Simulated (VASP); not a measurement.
# Mg12H (a cell with a defect) in VASP: single point with PBE

Aim: the single point of Mg12H (a cell with a defect) with PBE.

Program: VASP 6.6.1. These are calculated values, not measurements. Logs are shortened: lines on timing, memory, paths and dates and some standing lists are left out, and cuts for length are marked.

## Step 1: The cell of the first run

The cell holds a defect, 13 atoms: a = 6.420 Å, b = 9.630 Å, c = 5.213 Å, α = 90.00°, β = 90.00°, γ = 120.00°.

## Step 2: Single point, PBE

INCAR

```
SYSTEM = Mg12H
ALGO = Normal ; EDIFF = 1E-6
ENCUT = 520 ; GGA = PE
ISIF = 2 ; ISMEAR = 0
LASPH = .True. ; LCHARG = .False.
LREAL = .False. ; LWAVE = .False.
NBANDS = 24 ; NELM = 100
PREC = Accurate ; SIGMA = 0.15
```

KPOINTS

```
k-points
0
Gamma
  4 3 4
  0 0 0
```

POSCAR

```
Mg12H
1.0
    6.4200000000      0.0000000000      0.0000000000
   -4.8150000000      8.3398250000      0.0000000000
    0.0000000000      0.0000000000      5.2130400000
Mg H
12 1
Direct
   -0.0006165642     -0.0005709952      0.0011106763
    0.1617092920      0.2196169584      0.5011509599
   -0.0016847954      0.3317133153      0.0011112518
    0.1730208644      0.5479480685      0.5010030616
    0.0005817023      0.6663832874      0.0011081826
    0.1745873132      0.9017901455      0.5010569648
    0.5009782683      0.0001139113      0.0011565229
    0.6689413617      0.2230077969      0.5011657306
    0.4979432585      0.3308794849      0.0011808849
    0.6509830059      0.5493586496      0.5011030032
    0.5002595674      0.6666125488      0.0011087580
    0.6674401135      0.8890445543      0.5011737873
    0.0025392999      0.6679292431      0.5012434203
```

Potentials or basis: VASP PAW PBE potentials, release 64 (Mg, H).

Launch:

```
> cat potpaw_PBE.64/Mg/POTCAR potpaw_PBE.64/H/POTCAR > POTCAR
> mpirun -np 1 vasp_std > vasp.out
```

OUTCAR:

```text
SYSTEM = Mg12H
   EDIFF = 1E-6
   ENCUT = 520
   GGA = PE
   ISIF = 2
   ISMEAR = 0
   LASPH = .True.
   LREAL = .False.
   NELM = 100
   PREC = Accurate

 ion  position               nearest neighbor table
   1  0.999  0.999  0.001-   6 3.16   6 3.16   2 3.19   2 3.19  12 3.19  12 3.19   9 3.20   7 3.20
                             3 3.20  11 3.20   5 3.21   7 3.22
   2  0.162  0.220  0.501-   6 3.10   4 3.13  10 3.16  12 3.18   8 3.18   1 3.19   1 3.19   3 3.19
                             3 3.19   9 3.21   9 3.21   8 3.24
   3  0.998  0.332  0.001-   4 3.17   4 3.17   8 3.19   8 3.19   2 3.19   2 3.19   7 3.19   1 3.20
                             9 3.21   9 3.21   5 3.22  11 3.22
   4  0.173  0.548  0.501-  13 1.95  10 3.06   2 3.13   3 3.17   3 3.17  11 3.18  11 3.18   8 3.18
                            12 3.23   5 3.25   5 3.25  10 3.36   6 3.40
   5  0.001  0.666  0.001-  11 3.21   1 3.21  11 3.21   7 3.21   3 3.22   9 3.23  10 3.25  10 3.25
                             4 3.25   4 3.25   6 3.26   6 3.26
   6  0.175  0.902  0.501-  13 1.95   2 3.10   8 3.13   1 3.16   1 3.16   7 3.18   7 3.18  12 3.20
                            12 3.23   5 3.26   5 3.26  10 3.38   4 3.40
   7  0.501  0.000  0.001-   6 3.18   6 3.18   3 3.19   9 3.20  12 3.20  12 3.20   8 3.20   8 3.20
                             1 3.20  11 3.21   5 3.21   1 3.22
   8  0.669  0.223  0.501-   6 3.13   2 3.18   4 3.18   3 3.19   3 3.19   9 3.20   9 3.20   7 3.20
                             7 3.20  10 3.20  12 3.21   2 3.24
   9  0.498  0.331  0.001-  10 3.18  10 3.18   7 3.20   1 3.20   8 3.20   8 3.20   2 3.21   2 3.21
                             3 3.21   3 3.21  11 3.23   5 3.23
  10  0.651  0.549  0.501-  13 1.95   4 3.06   2 3.16  11 3.18  11 3.18   9 3.18   9 3.18   8 3.20
                            12 3.22   5 3.25   5 3.25   4 3.36   6 3.38
  11  0.500  0.667  0.001-  10 3.18  10 3.18   4 3.18   4 3.18  12 3.20  12 3.20   1 3.20   5 3.21
                             7 3.21   5 3.21   3 3.22   9 3.23
  12  0.667  0.889  0.501-   2 3.18   1 3.19   1 3.19   6 3.20   7 3.20   7 3.20  11 3.20  11 3.20
                             8 3.21  10 3.22   6 3.23   4 3.23
  13  0.003  0.668  0.501-   4 1.95   6 1.95  10 1.95

  LATTYP: Found a simple monoclinic cell.
 ALAT       =     6.4200000000
 B/A-ratio  =     0.8120000000
 C/A-ratio  =     1.3228757108
 COS(beta)  =    -0.1889822286

  Lattice vectors:

 A1 = (   6.4200000000,   0.0000000000,   0.0000000000)
 A2 = (   0.0000000000,   0.0000000000,   5.2130400000)
 A3 = (  -1.6050000000,  -8.3398250000,   0.0000000000)

Analysis of symmetry for initial positions (statically):
=====================================================================
 Subroutine PRICEL returns:
 Original cell was already a primitive cell.

 Routine SETGRP: Setting up the symmetry group for a
 simple monoclinic supercell.
[... 160 lines left out ...]
     AMIX     =   0.40;   BMIX     =  1.00
     AMIX_MAG =   1.60;   BMIX_MAG =  1.00
  volume/ion in A,a.u.               =      21.47       144.89
  Fermi-wavevector in a.u.,A,eV,Ry     =   0.732477  1.384180  7.299827  0.536522
  Thomas-Fermi vector in A             =   1.824949
   LORBIT       =      0    0 simple, 1 ext, 2 COOP (PROOUT), +10 PAW based schemes
   GGA     = PE    functional components
   LHFCALC =     F    Hartree Fock is set to
   AEXX    =    0.0000 exact exchange contribution
   IVDW    =     0    specifies the selected vdW correction
   LEPSILON=     F    determine dielectric tensor
   LRPA    =     F    only Hartree local field effects (RPA)
 non-spin polarized calculation
 Gauss-broadening in eV      SIGMA  =   0.15
  energy-cutoff  :      520.00
  volume of cell :      279.11
 maximum number of plane-waves:      7534
   NGX = 23   NGY = 35   NGZ = 19

 number of electron      25.0000000 magnetization

 Free energy of the ion-electron system (eV)
  ---------------------------------------------------
  ext. energy  EPLUGINS =         0.00000000
  ---------------------------------------------------
  free energy    TOTEN  =       -21.26584777 eV

  energy without entropy =      -21.20418587  energy(sigma->0) =      -21.23501682

 E-fermi :   2.6874     XC(G=0):  -8.4983

 val. band max:        2.6806849489   @ k =  -0.2500   0.3333   0.5000
 cond. band min:       2.7242592770   @ k =   0.2500   0.0000   0.0000
 fundamental gap:      0.0435743280
 Fermi energy:         2.6873742027

 k-point     1 :       0.0000    0.0000    0.0000
  band No.  band energies     occupation
      1      -4.7808      2.00000
      2      -3.0507      2.00000
      3      -2.1513      2.00000
      4      -1.2982      2.00000
      5      -0.5648      2.00000
      6      -0.0245      2.00000
[... 637 lines left out ...]
     23       6.8908      0.00000
     24       7.7870      0.00000

 [... further k-points ...]

------------------------ aborting loop because EDIFF is reached ----------------------------------------

  FORCE on cell =-STRESS in cart. coord.  units (eV):
  Direction    XX          YY          ZZ          XY          YZ          ZX
  --------------------------------------------------------------------------------------
  -------------------------------------------------------------------------------------
  Total       -0.8698078     -0.0977745      0.3643914     -0.5979821      0.0003847      0.0003747
  in kB       -4.9928767     -0.5612460      2.0916818     -3.4325409      0.0022081      0.0021510
  external PRESSURE =      -1.1541470 kB  Pullay stress =       0.0000000 kB

 VOLUME and BASIS-vectors are now :
 -----------------------------------------------------------------------------
  energy-cutoff  :      520.00
  volume of cell :      279.11
      direct lattice vectors                 reciprocal lattice vectors
     6.420000000  0.000000000  0.000000000     0.155763240  0.089929945  0.000000000
    -4.815000000  8.339825000  0.000000000     0.000000000  0.119906593  0.000000000
     0.000000000  0.000000000  5.213040000     0.000000000  0.000000000  0.191826650

 POSITION                                       TOTAL-FORCE (eV/Angst)
 -----------------------------------------------------------------------------------
      1.60379      8.33506      0.00579         0.000314     -0.002007      0.000150
     -0.01928      1.83157      2.61252        -0.000675     -0.000105     -0.000204
      4.81198      2.76643      0.00579        -0.000734      0.000178     -0.000106
     -1.52758      4.56979      2.61175        -0.006824     -0.004271      0.001120
     -3.20490      5.55752      0.00578        -0.000209      0.000654     -0.001003
     -3.22127      7.52077      2.61203         0.000255      0.006274      0.000754
      3.21573      0.00095      0.00603        -0.000690     -0.004096     -0.000337
      3.22082      1.85985      2.61260         0.000662     -0.000533     -0.000154
      1.60361      2.75948      0.00616         0.000783      0.001987     -0.000441
      1.53415      4.58155      2.61227         0.006855     -0.003472      0.000351
      0.00193      5.55943      0.00578         0.000664      0.002939     -0.000131
      0.00422      7.41448      2.61264        -0.000319      0.000846     -0.000549
     -3.19978      5.57041      2.61300        -0.000083      0.001606      0.000550
 -----------------------------------------------------------------------------------
    total drift:                               -0.000011      0.000012      0.000013

  FREE ENERGIE OF THE ION-ELECTRON SYSTEM (eV)
  ---------------------------------------------------
  free  energy   TOTEN  =       -21.2658477650 eV

  energy  without entropy=      -21.2041858728  energy(sigma->0) =      -21.23501682
```

Run time: 3 min. Hardware: 1 thread of Oxide Virtual Turin-like, shared host; peak memory 0.38 GiB.

What came out:

```yaml
Free_energy: -21.2658 eV
Pressure: -0.1 GPa
Largest_force: 0.008 eV/Å
Band_gap_on_the_k_mesh: zero (an odd number of electrons rules out a gap without spin polarisation)
```

Forces on the atoms (eV/Å):
```
Mg   0.000 -0.002  0.000
Mg  -0.001  0.000  0.000
Mg  -0.001  0.000  0.000
Mg  -0.007 -0.004  0.001
Mg   0.000  0.001 -0.001
Mg   0.000  0.006  0.001
Mg  -0.001 -0.004  0.000
Mg   0.001 -0.001  0.000
Mg   0.001  0.002  0.000
Mg   0.007 -0.003  0.000
Mg   0.001  0.003  0.000
Mg   0.000  0.001 -0.001
H    0.000  0.002  0.001
```

Levels at points of the mesh, in eV from the Fermi level:
| k point | band 8 | band 9 | band 10 | band 11 | band 12 | band 13 | band 14 | band 15 | band 16 | band 17 |
| --- | --- | --- | --- | --- | --- | --- | --- | --- | --- | --- |
| (0.00, 0.00, 0.00) | -1.78 | -1.74 | -0.77 | -0.26 | 0.09 | 0.18 | 0.24 | 0.47 | 1.58 | 1.67 |
| (0.50, 0.00, 0.00) | -0.68 | -0.64 | -0.61 | -0.44 | -0.20 | -0.18 | -0.14 | 0.06 | 0.25 | 0.78 |
| (0.00, 0.00, 0.50) | -1.97 | -1.92 | -1.90 | -1.46 | -1.15 | -0.64 | -0.53 | 0.64 | 1.09 | 1.20 |
| (0.50, 0.00, 0.50) | -3.84 | -1.81 | -0.89 | -0.81 | -0.79 | 0.36 | 0.70 | 0.81 | 0.82 | 2.15 |

The gap in the log of VASP goes by the Fermi energy; the results here count the filled bands.